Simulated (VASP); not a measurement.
A run of VASP 6.6.1 is set up as follows.

File INCAR:

```
SYSTEM = NaAu
PREC = Accurate
ENCUT = 970
EDIFF = 1E-7
ISMEAR = 0
SIGMA = 0.02
LREAL = .False.
LASPH = .True.
NELM = 120
ALGO = Normal
ISIF = 3
LWAVE = .False.
LCHARG = .False.
GGA = PE
IBRION = 2
NSW = 100
EDIFFG = -0.01
GGA_COMPAT = .False.
NELMIN = 4
```

KPOINTS

```
regular mesh
0
Gamma
  12 12 12
  0 0 0
```

The input POSCAR:

```
NaAu
1.0
    2.2167525480      1.2798426803      3.1615032130
   -2.2167525480      1.2798426803      3.1615032130
    0.0000000000     -2.5596853607      3.1615032130
Na Au
1 1
Direct
    0.5000000000      0.5000000000      0.5000000000
    0.0000000000      0.0000000000      0.0000000000
```

Potentials or basis: VASP PAW PBE potentials, release 64 (Na_sv, Au_sv_GW).

Command:

```bash
$ cat potpaw_PBE.64/Na_sv/POTCAR potpaw_PBE.64/Au_sv_GW/POTCAR > POTCAR
$ mpirun -np 1 vasp_std > vasp.out
```

Problem. Predict the space group after relaxing (to 0.1 Å).

Solution. R-3m (No. 166).

Problem. Estimate the relaxed cell.

Solution. a = 4.060 Å, b = 4.060 Å, c = 4.060 Å, α = 66.01°, β = 66.01°, γ = 66.01°.

Final structure:
```cif
data_structure
_symmetry_space_group_name_H-M 'P 1'
_symmetry_Int_Tables_number 1
_cell_length_a 4.0597
_cell_length_b 4.0597
_cell_length_c 4.0597
_cell_angle_alpha 66.007
_cell_angle_beta 66.007
_cell_angle_gamma 66.007
_cell_volume 53.46
loop_
_atom_site_label
_atom_site_type_symbol
_atom_site_fract_x
_atom_site_fract_y
_atom_site_fract_z
_atom_site_occupancy
Na1 Na 0.50000 0.50000 0.50000 1
Au1 Au 0.00000 0.00000 0.00000 1
```
